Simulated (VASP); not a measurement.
Write the native input for VASP 6.6.1 that does the following.

```
Task                   : single point
Functional             : PBE
Potentials or basis    : VASP PAW PBE potentials, release 64 (Ba_sv, Te)
Cutoff                 : 520 eV
k mesh                 : 11 × 11 × 11
Occupations            : fermi-dirac, width 0.05 eV
Spin                   : no spin polarisation
Dipole correction      : no
Further INCAR settings : ALGO = Normal; EDIFF = 1e-06; NBANDS = 15
```

The structure of BaTe (zincblende type) lies in POSCAR:

```
BaTe
1.0
    0.0000000000      3.9164595728      3.9164595728
    3.9164595728      0.0000000000      3.9164595728
    3.9164595728      3.9164595728      0.0000000000
Ba Te
1 1
Direct
    0.0000000000      0.0000000000      0.0000000000
    0.2500000000      0.2500000000      0.2500000000
```

The input as run:

INCAR

```
ALGO = Normal
EDIFF = 1E-6
ENCUT = 520
GGA = PE
ISIF = 2
ISMEAR = -1
LASPH = T
LCHARG = T
LELF = T
LREAL = F
LVHAR = T
LWAVE = F
NBANDS = 15
NELM = 100
PREC = Accurate
SIGMA = 0.05
```

KPOINTS

```
k-points
0
Gamma
  11 11 11
```

Potentials or basis: VASP PAW PBE potentials, release 64 (Ba_sv, Te).

Command:

```console
$ cat potpaw_PBE.64/Ba_sv/POTCAR potpaw_PBE.64/Te/POTCAR > POTCAR
$ mpirun -np 1 vasp_std > vasp.out
```

Results of the run:

```
Pressure               : 0.2 GPa
Band gap on the k mesh : 2.59 eV (least direct gap 2.94 eV)
```

Caveat: spin-orbit coupling is left out, which moves the levels of the heavy elements; an odd mesh through Γ misses points on the zone boundary, where band edges can lie.

Wall time 3.4 min on 1 thread of Intel Xeon 8259CL, on a shared host, peak memory 0.32 GiB.
